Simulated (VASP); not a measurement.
Runs of VASP 6.6.1 on CdSe (CsCl type). The structure is that of space group Pm-3m (No. 221), or close to it. The cells are those of the table. 

| task | cell | k mesh for the DOS | occupations for the DOS | gap on the mesh (eV) | pressure (GPa) |
| --- | --- | --- | --- | --- | --- |
| single point | a = 3.301 Å, 2 atoms | - | - | none | 23.0 |
| single point | a = 3.187 Å, 2 atoms | - | - | none | (a) |
| single point | a = 3.408 Å, 2 atoms | - | - | none | (b) |
| single point | a = 3.484 Å, 2 atoms | - | - | none | 4.6 |
| single point | a = 3.556 Å, 2 atoms | - | - | none | 0.3 |

Alike in all rows: level PBE; potentials or basis VASP PAW PBE potentials, release 64 (Cd, Se); no spin polarisation; k mesh 12 × 12 × 12; cutoff (eV) 520; smearing fermi-dirac 0.05 eV.

Question: Estimate the missing entries.

Answer: (a) 43.3; (b) 10.7.

A k mesh can miss the band edges, and the runs leave out spin-orbit coupling on Cd, Se.

A gap of «none» marks levels without a gap at the run's occupations.
